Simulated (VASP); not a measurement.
# Cr (Pm-3m) in VASP: notebook, part 2 of 2

VASP 6.6.1.

### Step 3. Single point, PBEsol, collinear spin, ferromagnetic start

INCAR

```
  PREC = Accurate
  ENCUT = 520
  EDIFF = 1E-6
  ISMEAR = -1
  SIGMA = 0.1
  LREAL = False
  LASPH = True
  NELM = 150
  ALGO = Normal
  ISIF = 2
  LWAVE = False
  LCHARG = False
  ISPIN = 2
  MAGMOM = 2
  LORBIT = 11
  LMAXMIX = 4
  GGA = PS
  NBANDS = 16
```

KPOINTS

```
Automatic mesh
0
Gamma
  16 16 16
```

POSCAR

```
Cr
1.0
    2.1790768136      0.0000000000      0.0000000000
    0.0000000000      2.1790768136      0.0000000000
    0.0000000000      0.0000000000      2.1790768136
Cr
1
Direct
    0.0000000000      0.0000000000      0.0000000000
```

Potentials or basis: VASP PAW PBE potentials, release 64 (Cr_pv).

Command:

```
$ cat potpaw_PBE.64/Cr_pv/POTCAR > POTCAR
$ mpirun -np 1 vasp_std > vasp.out
```

OUTCAR:

```text
PREC = Accurate
   ENCUT = 520
   EDIFF = 1E-6
   ISMEAR = -1
   LREAL = False
   LASPH = True
   NELM = 150
   ISIF = 2
   ISPIN = 2
   LORBIT = 11
   GGA = PS

 ion  position               nearest neighbor table
   1  0.000  0.000  0.000-

  LATTYP: Found a simple cubic cell.
 ALAT       =     2.1790768136

  Lattice vectors:

 A1 = (   2.1790768136,   0.0000000000,   0.0000000000)
 A2 = (   0.0000000000,   2.1790768136,   0.0000000000)
 A3 = (   0.0000000000,   0.0000000000,   2.1790768136)

Analysis of symmetry for initial positions (statically):
=====================================================================
 Subroutine PRICEL returns:
 Original cell was already a primitive cell.

 Routine SETGRP: Setting up the symmetry group for a
 simple cubic supercell.

 Subroutine GETGRP returns: Found 48 space group operations
 (whereof 48 operations were pure point group operations)
 out of a pool of 48 trial point group operations.

The static configuration has the point symmetry O_h .

Analysis of symmetry for dynamics (positions and initial velocities):
=====================================================================
 Subroutine PRICEL returns:
 Original cell was already a primitive cell.

 Routine SETGRP: Setting up the symmetry group for a
 simple cubic supercell.

 Subroutine GETGRP returns: Found 48 space group operations
 (whereof 48 operations were pure point group operations)
 out of a pool of 48 trial point group operations.

The dynamic configuration has the point symmetry O_h .

Analysis of structural, dynamic, and magnetic symmetry:
=====================================================================
 Subroutine PRICEL returns:
 Original cell was already a primitive cell.

 Routine SETGRP: Setting up the symmetry group for a
 simple cubic supercell.

 Subroutine GETGRP returns: Found 48 space group operations
 (whereof 48 operations were pure point group operations)
 out of a pool of 48 trial point group operations.

The overall configuration has the point symmetry O_h .

 Subroutine INISYM returns: Found 48 space group operations
 (whereof 48 operations are pure point group operations),
 and found     1 'primitive' translations

----------------------------------------------------------------------------------------

                                     Primitive cell

  volume of cell :      10.3471

  direct lattice vectors                    reciprocal lattice vectors
     2.179076814  0.000000000  0.000000000     0.458909936  0.000000000  0.000000000
     0.000000000  2.179076814  0.000000000     0.000000000  0.458909936  0.000000000
     0.000000000  0.000000000  2.179076814     0.000000000  0.000000000  0.458909936

  length of vectors
     2.179076814  2.179076814  2.179076814     0.458909936  0.458909936  0.458909936

  position of ions in fractional coordinates (direct lattice)
     0.000000000  0.000000000  0.000000000

  ion indices of the primitive-cell ions
   primitive index   ion index
                 1           1

----------------------------------------------------------------------------------------

 KPOINTS: Automatic mesh

Automatic generation of k-mesh.
 Grid dimensions read from file:
[... 47 lines left out ...]
   k-points           NKPTS =    165   k-points in BZ     NKDIM =    165   number of bands    NBANDS=     16
   number of dos      NEDOS =    301   number of ions     NIONS =      1
   total plane-waves  NPLWV =   4096
   dimension x,y,z NGX =    16 NGY =   16 NGZ =   16
   dimension x,y,z NGXF=    32 NGYF=   32 NGZF=   32
   ions per type =               1
   NGX,Y,Z   is equivalent  to a cutoff of  12.21, 12.21, 12.21 a.u.
   NGXF,Y,Z  is equivalent  to a cutoff of  24.41, 24.41, 24.41 a.u.
 SYSTEM =  unknown system
   PREC   = accura    normal or accurate (medium, high low for compatibility)
   ISTART =      0    job   : 0-new  1-cont  2-samecut
   ICHARG =      2    charge: 1-file 2-atom 10-const
   ISPIN  =      2    spin polarized calculation?
   LNONCOLLINEAR =      F non collinear calculations
   LSORBIT =      F    spin-orbit coupling
   LASPH  =      T    aspherical Exc in radial PAW
   ENCUT  =  520.0 eV  38.22 Ry    6.18 a.u.   4.05  4.05  4.05*2*pi/ulx,y,z
   NELM   =    150;   NELMIN=  2; NELMDL= -5     # of ELM steps
   EDIFF  = 0.1E-05   stopping-criterion for ELM
   LREAL  =      F    real-space projection
   EDIFFG = 0.1E-04   stopping-criterion for IOM
   NSW    =      0    number of steps for IOM
   IBRION =     -1    ionic relax: 0-MD 1-quasi-New 2-CG
   NFREE  =      0    steps in history (QN), initial steepest desc. (CG)
   ISIF   =      2    stress and relaxation
   ISYM   =      2    0-nonsym 1-usesym 2-fastsym
   POTIM  = 0.5000    time-step for ionic-motion
   TEBEG  =    0.0;   TEEND  =   0.0 temperature during run
   PSTRESS=    0.0 pullay stress
   NELECT =      12.0000    total number of electrons
   NUPDOWN=      -1.0000    fix difference up-down
   EMIN   =  10.00;   EMAX   =-10.00  energy-range for DOS
   EFERMI =   0.00;   METHOD = LEGACY
   ISMEAR =    -1;   SIGMA  =   0.10  broadening in eV -4-tet -1-fermi 0-gaus
   EFERMI_NEDOS =   21; number of points for ismear=-14 and -15
   IALGO  =     38    algorithm
   IMIX   =      4    mixing-type and parameters
     AMIX     =   0.40;   BMIX     =  1.00
     AMIX_MAG =   1.60;   BMIX_MAG =  1.00
  volume/ion in A,a.u.               =      10.35        69.83
  Fermi-wavevector in a.u.,A,eV,Ry     =   1.720004  3.250336 40.251647  2.958413
  Thomas-Fermi vector in A             =   2.796524
   LORBIT       =     11    0 simple, 1 ext, 2 COOP (PROOUT), +10 PAW based schemes
   GGA     = PS    functional components
   LHFCALC =     F    Hartree Fock is set to
   AEXX    =    0.0000 exact exchange contribution
   IVDW    =     0    specifies the selected vdW correction
   LEPSILON=     F    determine dielectric tensor
   LRPA    =     F    only Hartree local field effects (RPA)
 spin polarized calculation
  energy-cutoff  :      520.00
  volume of cell :       10.35
 maximum number of plane-waves:       292
   NGX =  9   NGY =  9   NGZ =  9

 number of electron      11.9999968 magnetization      -0.0018946

 number of electron      11.9999968 magnetization       0.0007098

 Free energy of the ion-electron system (eV)
  ---------------------------------------------------
  ext. energy  EPLUGINS =         0.00000000
  ---------------------------------------------------
  free energy    TOTEN  =        -8.92687421 eV

  energy without entropy =       -8.88587774  energy(sigma->0) =       -8.90637597

 E-fermi :  12.5232     XC(G=0): -14.3554

 val. band max:       12.5219410156   @ k =   0.5000   0.3125   0.1875
 cond. band min:      12.5352040766   @ k =   0.3750   0.1875   0.1250
 fundamental gap:      0.0132630609
 Fermi energy:        12.5232329480

 spin component 1

 k-point     1 :       0.0000    0.0000    0.0000
  band No.  band energies     occupation
      1     -29.5073      1.00000
      2     -29.5073      1.00000
      3     -29.5073      1.00000
      4       4.4563      1.00000
      5       8.3766      1.00000
      6       8.3766      1.00000
[... 435 lines left out ...]
      5      10.1498      1.00000
      6      10.2254      1.00000
[... 8 lines left out ...]
     15      45.6292      0.00000
     16      45.9701      0.00000

 [... further k-points ...]

 spin component 2

 k-point     1 :       0.0000    0.0000    0.0000
  band No.  band energies     occupation
      1     -29.5065      1.00000
      2     -29.5065      1.00000
      3     -29.5065      1.00000
      4       4.4566      1.00000
      5       8.3772      1.00000
      6       8.3772      1.00000
[... 435 lines left out ...]
      5      10.1504      1.00000
      6      10.2258      1.00000
[... 8 lines left out ...]
     15      45.6296      0.00000
     16      45.9703      0.00000

 [... further k-points ...]
[... 5 lines left out ...]
  --------------------------------------------------------------------------------------
  -------------------------------------------------------------------------------------
  Total        3.3850187      3.3850187      3.3850187      0.0000000      0.0000000     -0.0000000
  in kB      524.1481181    524.1481181    524.1481181      0.0000000      0.0000000     -0.0000000
  external PRESSURE =     524.1481181 kB  Pullay stress =       0.0000000 kB

 VOLUME and BASIS-vectors are now :
 -----------------------------------------------------------------------------
  energy-cutoff  :      520.00
  volume of cell :       10.35
      direct lattice vectors                 reciprocal lattice vectors
     2.179076814  0.000000000  0.000000000     0.458909936  0.000000000  0.000000000
     0.000000000  2.179076814  0.000000000     0.000000000  0.458909936  0.000000000
     0.000000000  0.000000000  2.179076814     0.000000000  0.000000000  0.458909936

 POSITION                                       TOTAL-FORCE (eV/Angst)
 -----------------------------------------------------------------------------------
      0.00000      0.00000      0.00000         0.000000      0.000000      0.000000
 -----------------------------------------------------------------------------------
    total drift:                               -0.000000     -0.000000      0.000000

  FREE ENERGIE OF THE ION-ELECTRON SYSTEM (eV)
  ---------------------------------------------------
  free  energy   TOTEN  =        -8.9268742079 eV

  energy  without entropy=       -8.8858777364  energy(sigma->0) =       -8.90637597

 total charge

# of ion       s       p       d       tot
------------------------------------------
    1        0.493   6.409   4.663  11.564

 magnetization (x)

# of ion       s       p       d       tot
------------------------------------------
    1        0.000   0.000   0.000   0.000
```

Run time: 10 s. Hardware: 1 thread of Intel Xeon 6975P-C (Granite Rapids), shared host; peak memory 0.14 GiB.

Results:

| Property | Result |
| --- | --- |
| Free energy | -8.9269 eV |
| Pressure | 52.4 GPa |
| Band gap on the k mesh | zero (filled and empty bands overlap) |
| Net moment | 0.00 μB per cell |
| Valence electrons inside the program's atomic spheres | Cr 11.56 |

Caveat: the starting moments collapsed, and a magnetic state may lie lower; the PAW data sets were made with another functional, which shifts forces and pressure a little.
